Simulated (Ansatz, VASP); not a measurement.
This is a calculation of WAu for VASP 6.6.1.

The input INCAR:

```
PREC     = Accurate       # precision mode
ENCUT    = 600            # plane-wave cutoff, eV
EDIFF    = 1E-6           # SCF threshold, eV
ISMEAR   = -1             # smearing method
SIGMA    = 0.05           # smearing width, eV
LREAL    = False          # projectors in reciprocal space
LASPH    = True           # aspherical terms in the spheres
NELM     = 80             # most SCF steps
ALGO     = Normal         # electronic algorithm
ISIF     = 3              # what is computed and relaxed
LWAVE    = False          # write WAVECAR
LCHARG   = False          # write CHGCAR
GGA      = B5             # functional
ALDAX    = 1.0          
AGGAX    = 1.0          
AGGAC    = 1.0          
ALDAC    = 0.0          
IVDW     = 12             # dispersion correction
VDW_S6   = 1.0          
VDW_S8   = 2.6996       
VDW_A1   = 0.4298       
VDW_A2   = 4.2359       
IBRION   = 2              # ionic algorithm
NSW      = 60             # ionic steps
EDIFFG   = -0.01          # ionic threshold
```

The input KPOINTS:

```
Automatic mesh
0
Gamma
  8 8 8
```

Contents of POSCAR:

```
WAu
1.0
    0.0000000000      2.7479792600      2.7479792600
    2.7479792600      0.0000000000      2.7479792600
    2.7479792600      2.7479792600      0.0000000000
W Au
1 1
Direct
    0.0000000000      0.0000000000      0.0000000000
    0.7500000000      0.7500000000      0.7500000000
```

Potentials or basis: VASP PAW PBE potentials, release 64 (W_sv, Au).

Command:

```sh
$ cat potpaw_PBE.64/W_sv/POTCAR potpaw_PBE.64/Au/POTCAR > POTCAR
$ mpirun -np 1 vasp_std > vasp.out
```

Q: Set up the same calculation for Ansatz 0.2.0. Potentials there: Ansatz PAW.

A: As run (the cutoff follows the program's own potentials):

File input.yaml:

```yaml
crystal:
  lattice:
    - [0.0, 2.74797926, 2.74797926]
    - [2.74797926, 0.0, 2.74797926]
    - [2.74797926, 2.74797926, 0.0]
  atoms:
    - { symbol: W, position: [0.0, 0.0, 0.0] }
    - { symbol: Au, position: [0.75, 0.75, 0.75] }
hamiltonian:
  xc: blyp
  pseudopotentials: { kind: paw }
  dispersion: d3bj
kpoints:
  mp_grid: { grid: [8, 8, 8] }
scf:
  occupations: { method: fermi_dirac, width: 0.05 }
output:
  forces: true
  stress: true
  eigenvalues: true
relax:
  f_tol: 0.01
  max_steps: 40
  cell: { stress_tol: 0.05 }
```

Potentials or basis: Ansatz PAW.

The run is started by

```console
$ ansatz run input.yaml --threads 2 --pin off --max-ram 5632MiB --backend cpu --events-out ev --progress --plain --runs-dir out
```

Both were run:

|  | VASP | Ansatz | Ansatz less VASP |
| --- | --- | --- | --- |
| gap on the k mesh at the Fermi level, each at its own relaxed structure (eV) | none | none | - |
| relaxed volume (Å³/atom) | 24.22 | 24.06 | -0.166 |
| relaxed cell length with the largest relative difference (Å) | 4.092 | 4.082 | -0.0094 |

VASP's potentials were made for PBE, not for BLYP. A gap of «none» marks a metal or a gap that the smearing closes. VASP's potentials hold 25 valence electrons a cell and Ansatz's 33, so a difference there can come from the potentials and not from the codes.

Spin-orbit coupling is off throughout. Noted on VASP's run: the volume moved by over 15 % at a fixed basis, so the end points are rough. Noted on Ansatz's run: the volume moved by over 15 % at a fixed basis, so the end points are rough; the plane-wave basis is chosen anew once the cell has moved, so the energies of steps on either side of that aren't comparable.
